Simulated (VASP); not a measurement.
Set up this calculation in VASP 6.6.1, as the native input.

```
Task                   : single point
Functional             : LDA
Potentials or basis    : VASP PAW LDA potentials, release 64 (Bi_d, Te)
Cutoff                 : 520 eV
k mesh                 : 5 × 5 × 5
Occupations            : fermi-dirac, width 0.05 eV
Spin                   : non-collinear spin, zero start, spin-orbit coupling
Starting moments       : [[0.0, 0.0, 0.0], [0.0, 0.0, 0.0]] μB
Dipole correction      : no
Further INCAR settings : ALGO = Normal; EDIFF = 1e-07; NBANDS = 33
```

The structure of BiTe lies in POSCAR:

```
BiTe
1.0
    0.0000000000      3.2350000000      3.2350000000
    3.2350000000      0.0000000000      3.2350000000
    3.2350000000      3.2350000000      0.0000000000
Bi Te
1 1
Direct
    0.0000000000      0.0000000000      0.0000000000
    0.5000000000      0.5000000000      0.5000000000
```

The input as run:

INCAR

```
PREC = Accurate
ENCUT = 520
EDIFF = 1E-7
ISMEAR = -1
SIGMA = 0.05
LREAL = False
LASPH = True
NELM = 150
ALGO = Normal
ISIF = 2
LWAVE = False
LCHARG = False
MAGMOM = 0 0 0 0 0 0
LORBIT = 11
LSORBIT = True
GGA_COMPAT = False
LORBMOM = True
NBANDS = 33
```

KPOINTS

```
regular mesh
0
Gamma
  5 5 5
```

Potentials or basis: VASP PAW LDA potentials, release 64 (Bi_d, Te).

Run with:

```sh
$ cat potpaw_LDA.64/Bi_d/POTCAR potpaw_LDA.64/Te/POTCAR > POTCAR
$ mpirun -np 1 vasp_ncl > vasp.out
```

Results of the run:

```json
{"Pressure": "-1.0 GPa", "Net moment": "0.00 μB per cell", "Valence electrons inside the program's atomic spheres": "Bi 12.71; Te 3.35"}
```

Run time: 120 s on 1 thread of Intel Xeon 8259CL (shared host), peak memory 0.31 GiB.
